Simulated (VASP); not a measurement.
**Hf: single point with PBE**

Crystal: Hf.

```xyz
2
Lattice="3.1967 0.0000 0.0000 -1.5983 2.7684 0.0000 0.0000 0.0000 5.0578" Properties=species:S:1:pos:R:3 pbc="T T T"
Hf    1.6000    0.8301    3.7643
Hf   -0.0374    1.9040    1.2685
```

```yaml
Program: VASP 6.6.1
Task: single point
Functional: PBE
Potentials_or_basis: VASP PAW PBE potentials, release 64 (Hf_pv)
Cutoff: 520 eV
k_mesh: 6 × 6 × 3
Occupations: fermi-dirac, width 0.01 eV
Spin: no spin polarisation
```

| Property | Result |
| --- | --- |
| Pressure | 0.9 GPa |
| Largest force | 0.400 eV/Å |
| Band gap on the k mesh | zero (bands 10 and 11 overlap by 1.33 eV) |

Forces in eV/Å, atoms in the order of the input:
```
Hf  -0.038  0.391  0.078
Hf   0.038 -0.391 -0.078
```

Stress tensor (GPa, compression positive):
```
-1.35  0.51  0.05
 0.51  2.36 -0.25
 0.05 -0.25  1.75
```

Levels at points of the mesh, in eV from the Fermi level:
```csv
k point,band 6,band 7,band 8,band 9,band 10,band 11,band 12,band 13,band 14,band 15
"(0.00, 0.00, 0.00)",-30.28,-7.46,-3.79,0.56,1.01,1.20,1.22,1.77,2.14,2.27
"(0.50, 0.00, 0.00)",-30.39,-3.49,-2.80,-2.37,-0.85,0.74,0.96,1.57,5.83,6.13
"(0.00, 0.50, 0.00)",-30.39,-3.20,-2.86,-2.01,-0.97,0.25,0.81,1.40,5.68,6.27
"(0.50, 0.50, 0.00)",-30.39,-3.59,-2.81,-2.47,-0.80,0.67,1.21,1.70,5.90,6.16
```

Wall time 65 s on 1 thread of AMD EPYC 7R13 (shared host), peak memory 0.15 GiB.

Caveat: the k points lie up to 0.41 Å⁻¹ apart, too coarse for converged energies and pressures of a metal; spin-orbit coupling is left out, which moves the levels of the heavy elements.
